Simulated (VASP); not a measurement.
# Bi (Fd-3m) in VASP: a series of runs

The runs below take Bi through single point, with PBE.

All numbers are computed with VASP 6.6.1; they aren't measurements. Logs are shortened: lines on timing, memory, paths and dates and some standing lists are left out, and cuts for length are marked.

### 1 The cell of the first run

It takes space group Fd-3m (No. 227, cubic). The conventional cell has a = 5.585 Å, b = 5.585 Å, c = 5.585 Å, α = 90.00°, β = 90.00°, γ = 90.00°. Within 3.2 Å of Bi (site symmetry -43m) lie 4 Bi at 2.42 Å.

This isn't the form of Bi at room conditions, which is rhombohedral.

### 2 Single point, PBE (21.78 Å³/atom)

The input, INCAR:

```
SYSTEM = Bi
  PREC = Accurate
  ENCUT = 520
  EDIFF = 1E-6
  ISMEAR = -1
  SIGMA = 0.05
  LREAL = .FALSE.
  LASPH = .TRUE.
  NELM = 60
  ALGO = Normal
  ISIF = 2
  LWAVE = .FALSE.
  LCHARG = .FALSE.
  GGA = PE
  NBANDS = 22
```

The input, KPOINTS:

```
regular mesh
0
G
  11 11 11
  0 0 0
```

The input, POSCAR:

```
Bi
1.0
    0.0000000000      2.7926160804      2.7926160804
    2.7926160804      0.0000000000      2.7926160804
    2.7926160804      2.7926160804      0.0000000000
Bi
2
Direct
   -0.1250000000     -0.1250000000     -0.1250000000
    0.1250000000      0.1250000000      0.1250000000
```

Potentials or basis: VASP PAW PBE potentials, release 64 (Bi_d).

Launch:

```console
> cat potpaw_PBE.64/Bi_d/POTCAR > POTCAR
> mpirun -np 1 vasp_std > vasp.out
```

OUTCAR:

```text
SYSTEM = Bi
   PREC = Accurate
   ENCUT = 520
   EDIFF = 1E-6
   ISMEAR = -1
   LREAL = .FALSE.
   LASPH = .TRUE.
   NELM = 60
   ISIF = 2
   GGA = PE

 ion  position               nearest neighbor table
   1  0.875  0.875  0.875-   2 2.42   2 2.42   2 2.42   2 2.42
   2  0.125  0.125  0.125-   1 2.42   1 2.42   1 2.42   1 2.42

  LATTYP: Found a face centered cubic cell.
 ALAT       =     5.5852321608

  Lattice vectors:

 A1 = (   0.0000000000,   2.7926160804,   2.7926160804)
 A2 = (   2.7926160804,   0.0000000000,   2.7926160804)
 A3 = (   2.7926160804,   2.7926160804,   0.0000000000)

Analysis of symmetry for initial positions (statically):
=====================================================================
 Subroutine PRICEL returns:
 Original cell was already a primitive cell.

 Routine SETGRP: Setting up the symmetry group for a
 face centered cubic supercell.

 Subroutine GETGRP returns: Found 48 space group operations
 (whereof 12 operations were pure point group operations)
 out of a pool of 48 trial point group operations.

The static configuration has the point symmetry D_3d.
 The point group associated with its full space group is O_h .

Analysis of symmetry for dynamics (positions and initial velocities):
=====================================================================
 Subroutine PRICEL returns:
 Original cell was already a primitive cell.

 Routine SETGRP: Setting up the symmetry group for a
 face centered cubic supercell.

 Subroutine GETGRP returns: Found 48 space group operations
 (whereof 12 operations were pure point group operations)
 out of a pool of 48 trial point group operations.

The dynamic configuration has the point symmetry D_3d.
 The point group associated with its full space group is O_h .

 Subroutine INISYM returns: Found 48 space group operations
 (whereof 12 operations are pure point group operations),
 and found     1 'primitive' translations

----------------------------------------------------------------------------------------

                                     Primitive cell

  volume of cell :      43.5576

  direct lattice vectors                    reciprocal lattice vectors
     0.000000000  2.792616080  2.792616080    -0.179043587  0.179043587  0.179043587
     2.792616080  0.000000000  2.792616080     0.179043587 -0.179043587  0.179043587
     2.792616080  2.792616080  0.000000000     0.179043587  0.179043587 -0.179043587

  length of vectors
     3.949355535  3.949355535  3.949355535     0.310112589  0.310112589  0.310112589

  position of ions in fractional coordinates (direct lattice)
     0.875000000  0.875000000  0.875000000
     0.125000000  0.125000000  0.125000000

  ion indices of the primitive-cell ions
   primitive index   ion index
                 1           1
                 2           2

----------------------------------------------------------------------------------------

 KPOINTS: regular mesh

Automatic generation of k-mesh.
 Grid dimensions read from file:
 generate k-points for:   11   11   11

 Generating k-lattice:

  Cartesian coordinates                     Fractional coordinates (reciprocal lattice)
    -0.016276690  0.016276690  0.016276690     0.090909091  0.000000000  0.000000000
     0.016276690 -0.016276690  0.016276690     0.000000000  0.090909091  0.000000000
     0.016276690  0.016276690 -0.016276690     0.000000000  0.000000000  0.090909091

  Length of vectors
     0.028192054  0.028192054  0.028192054

  Shift w.r.t. Gamma in fractional coordinates (k-lattice)
     0.000000000  0.000000000  0.000000000

 Subroutine IBZKPT returns following result:
 ===========================================

 Found     56 irreducible k-points:

 Following reciprocal coordinates:
            Coordinates               Weight
  0.000000  0.000000  0.000000      1.000000
  0.090909  0.000000  0.000000      8.000000
  0.181818  0.000000  0.000000      8.000000
  0.272727  0.000000  0.000000      8.000000
  0.363636  0.000000  0.000000      8.000000
  0.454545  0.000000  0.000000      8.000000
[... 16 lines left out ...]
 -0.272727  0.181818  0.000000     24.000000
 -0.181818  0.181818  0.000000     12.000000
 [... further k-points ...]
   k-points           NKPTS =     56   k-points in BZ     NKDIM =     56   number of bands    NBANDS=     22
   number of dos      NEDOS =    301   number of ions     NIONS =      2
   total plane-waves  NPLWV =  27000
   dimension x,y,z NGX =    30 NGY =   30 NGZ =   30
   dimension x,y,z NGXF=    60 NGYF=   60 NGZF=   60
   ions per type =               2
   NGX,Y,Z   is equivalent  to a cutoff of  12.63, 12.63, 12.63 a.u.
   NGXF,Y,Z  is equivalent  to a cutoff of  25.26, 25.26, 25.26 a.u.
 SYSTEM =  Bi
   PREC   = accura    normal or accurate (medium, high low for compatibility)
   ISTART =      0    job   : 0-new  1-cont  2-samecut
   ICHARG =      2    charge: 1-file 2-atom 10-const
   ISPIN  =      1    spin polarized calculation?
   LNONCOLLINEAR =      F non collinear calculations
   LSORBIT =      F    spin-orbit coupling
   LASPH  =      T    aspherical Exc in radial PAW
   ENCUT  =  520.0 eV  38.22 Ry    6.18 a.u.   7.34  7.34  7.34*2*pi/ulx,y,z
   NELM   =     60;   NELMIN=  2; NELMDL= -5     # of ELM steps
   EDIFF  = 0.1E-05   stopping-criterion for ELM
   LREAL  =      F    real-space projection
   EDIFFG = 0.1E-04   stopping-criterion for IOM
   NSW    =      0    number of steps for IOM
   IBRION =     -1    ionic relax: 0-MD 1-quasi-New 2-CG
   NFREE  =      0    steps in history (QN), initial steepest desc. (CG)
   ISIF   =      2    stress and relaxation
   ISYM   =      2    0-nonsym 1-usesym 2-fastsym
   POTIM  = 0.5000    time-step for ionic-motion
   TEBEG  =    0.0;   TEEND  =   0.0 temperature during run
   PSTRESS=    0.0 pullay stress
   NELECT =      30.0000    total number of electrons
   NUPDOWN=      -1.0000    fix difference up-down
   EMIN   =  10.00;   EMAX   =-10.00  energy-range for DOS
   EFERMI =   0.00;   METHOD = LEGACY
   ISMEAR =    -1;   SIGMA  =   0.05  broadening in eV -4-tet -1-fermi 0-gaus
   EFERMI_NEDOS =   21; number of points for ismear=-14 and -15
   IALGO  =     38    algorithm
   IMIX   =      4    mixing-type and parameters
     AMIX     =   0.40;   BMIX     =  1.00
     AMIX_MAG =   1.60;   BMIX_MAG =  1.00
  volume/ion in A,a.u.               =      21.78       146.97
  Fermi-wavevector in a.u.,A,eV,Ry     =   1.445753  2.732076 28.438910  2.090201
  Thomas-Fermi vector in A             =   2.563899
   LORBIT       =      0    0 simple, 1 ext, 2 COOP (PROOUT), +10 PAW based schemes
   GGA     = PE    functional components
   LHFCALC =     F    Hartree Fock is set to
   AEXX    =    0.0000 exact exchange contribution
   IVDW    =     0    specifies the selected vdW correction
   LEPSILON=     F    determine dielectric tensor
   LRPA    =     F    only Hartree local field effects (RPA)
 non-spin polarized calculation
  energy-cutoff  :      520.00
  volume of cell :       43.56
 maximum number of plane-waves:      1211
 NGX is ok and might be reduce to    30
   NGX = 15   NGY = 15   NGZ = 15

 number of electron      29.9999996 magnetization

 Free energy of the ion-electron system (eV)
  ---------------------------------------------------
  ext. energy  EPLUGINS =         0.00000000
  ---------------------------------------------------
  free energy    TOTEN  =         3.23421826 eV

  energy without entropy =        3.23981838  energy(sigma->0) =        3.23701832

 E-fermi :  14.0733     XC(G=0): -11.8022

 val. band max:       14.0127627641   @ k =   0.2727   0.2727   0.0000
 cond. band min:      14.0741903457   @ k =  -0.2727   0.2727   0.0909
 fundamental gap:      0.0614275816
 Fermi energy:        14.0733048240

 k-point     1 :       0.0000    0.0000    0.0000
  band No.  band energies     occupation
      1     -12.0064      2.00000
      2     -12.0064      2.00000
      3     -12.0064      2.00000
      4     -11.7532      2.00000
      5     -11.7532      2.00000
      6     -10.3694      2.00000
[... 14 lines left out ...]
     21      20.3483      0.00000
     22      20.3483      0.00000

 k-point     2 :       0.0909    0.0000    0.0000
  band No.  band energies     occupation
      1     -12.0366      2.00000
      2     -12.0366      2.00000
      3     -12.0025      2.00000
      4     -11.7095      2.00000
      5     -11.7095      2.00000
      6     -10.3973      2.00000
[... 14 lines left out ...]
     21      20.1396      0.00000
     22      20.1396      0.00000

 k-point     3 :       0.1818    0.0000    0.0000
  band No.  band energies     occupation
      1     -12.0872      2.00000
      2     -12.0872      2.00000
      3     -11.9922      2.00000
      4     -11.6250      2.00000
      5     -11.6250      2.00000
      6     -10.4631      2.00000
[... 14 lines left out ...]
     21      19.9367      0.00000
     22      20.5912      0.00000

 k-point     4 :       0.2727    0.0000    0.0000
  band No.  band energies     occupation
      1     -12.1246      2.00000
      2     -12.1246      2.00000
      3     -11.9787      2.00000
      4     -11.5501      2.00000
      5     -11.5501      2.00000
      6     -10.5490      2.00000
[... 14 lines left out ...]
     21      20.2114      0.00000
     22      23.0695      0.00000

 k-point     5 :       0.3636    0.0000    0.0000
  band No.  band energies     occupation
      1     -12.1439      2.00000
      2     -12.1439      2.00000
      3     -11.9658      2.00000
      4     -11.5051      2.00000
      5     -11.5051      2.00000
      6     -10.6256      2.00000
[... 417 lines left out ...]
 k-point    22 :      -0.3636    0.1818    0.0000
  band No.  band energies     occupation
      1     -12.2600      2.00000
      2     -12.1993      2.00000
      3     -11.8060      2.00000
      4     -11.4339      2.00000
      5     -11.3113      2.00000
      6     -10.8533      2.00000
[... 14 lines left out ...]
     21      21.5641      0.00000
     22      25.8529      0.00000

 k-point    23 :      -0.2727    0.1818    0.0000
  band No.  band energies     occupation
      1     -12.2184      2.00000
      2     -12.1986      2.00000
      3     -11.8433      2.00000
      4     -11.5078      2.00000
      5     -11.3361      2.00000
      6     -10.7621      2.00000
[... 14 lines left out ...]
     21      22.8705      0.00000
     22      23.8782      0.00000

 k-point    24 :      -0.1818    0.1818    0.0000
  band No.  band energies     occupation
      1     -12.1776      2.00000
      2     -12.1557      2.00000
      3     -11.9148      2.00000
      4     -11.5651      2.00000
      5     -11.4220      2.00000
      6     -10.6720      2.00000
[... 14 lines left out ...]
     21      21.9640      0.00000
     22      22.9877      0.00000

 [... further k-points ...]
[... 5 lines left out ...]
  --------------------------------------------------------------------------------------
  -------------------------------------------------------------------------------------
  Total       35.8017643     35.8017643     35.8017643      0.0000000     -0.0000000     -0.0000000
  in kB     1316.8954973   1316.8954973   1316.8954973      0.0000000     -0.0000000     -0.0000000
  external PRESSURE =    1316.8954973 kB  Pullay stress =       0.0000000 kB

 VOLUME and BASIS-vectors are now :
 -----------------------------------------------------------------------------
  energy-cutoff  :      520.00
  volume of cell :       43.56
      direct lattice vectors                 reciprocal lattice vectors
     0.000000000  2.792616080  2.792616080    -0.179043587  0.179043587  0.179043587
     2.792616080  0.000000000  2.792616080     0.179043587 -0.179043587  0.179043587
     2.792616080  2.792616080  0.000000000     0.179043587  0.179043587 -0.179043587

 POSITION                                       TOTAL-FORCE (eV/Angst)
 -----------------------------------------------------------------------------------
      4.88708      4.88708      4.88708        -0.000000     -0.000000     -0.000000
      0.69815      0.69815      0.69815         0.000000      0.000000      0.000000
 -----------------------------------------------------------------------------------
    total drift:                               -0.000000      0.000000      0.000000

  FREE ENERGIE OF THE ION-ELECTRON SYSTEM (eV)
  ---------------------------------------------------
  free  energy   TOTEN  =         3.2342182565 eV

  energy  without entropy=        3.2398183774  energy(sigma->0) =        3.23701832
```

Wall time 69 s (1 thread of Intel Xeon 8259CL, shared host); peak memory 0.19 GiB.

Results:

- Free energy: 3.2342 eV
- Pressure: 131.7 GPa
- Band gap on the k mesh: zero (bands 15 and 16 overlap by 2.56 eV)

Caveat: the cell stands under pressure; spin-orbit coupling is left out, which moves the levels of the heavy elements.

### 3 Single point, PBE (26.62 Å³/atom)

This run uses another cell than the first one, of 26.62 Å³/atom.

The input, INCAR:

```
SYSTEM = Bi
ALGO = Normal
EDIFF = 1E-6
ENCUT = 520
GGA = PE
ISIF = 2
ISMEAR = -1
LASPH = .TRUE.
LCHARG = .FALSE.
LREAL = .FALSE.
LWAVE = .FALSE.
NBANDS = 22
NELM = 60
PREC = Accurate
SIGMA = 0.05
```

The input, KPOINTS:

```
k-points
0
G
  11 11 11
  0 0 0
```

The input, POSCAR:

```
Bi
1.0
    0.0000000000      2.9858039828      2.9858039828
    2.9858039828      0.0000000000      2.9858039828
    2.9858039828      2.9858039828      0.0000000000
Bi
2
Direct
   -0.1250000000     -0.1250000000     -0.1250000000
    0.1250000000      0.1250000000      0.1250000000
```

Potentials or basis: VASP PAW PBE potentials, release 64 (Bi_d).

Launch:

```console
> cat potpaw_PBE.64/Bi_d/POTCAR > POTCAR
> mpirun -np 1 vasp_std > vasp.out
```

Run time: 62 s. Hardware: 1 thread of Intel Xeon 8259CL, shared host; peak memory 0.2 GiB.

Results (log left out):

* Free energy: -2.3786 eV
* Pressure: 63.2 GPa
* Band gap on the k mesh: zero (bands 15 and 16 overlap by 1.98 eV)

Levels at points of the mesh, in eV from the Fermi level:
```
           k point  band 13  band 14  band 15  band 16  band 17  band 18
(0.00, 0.00, 0.00)    -1.87    -1.87    -1.87     0.63     0.63     0.63
```

Caveat: the cell stands under pressure; spin-orbit coupling is left out, which moves the levels of the heavy elements.

(Continued in part 2 of 2.)
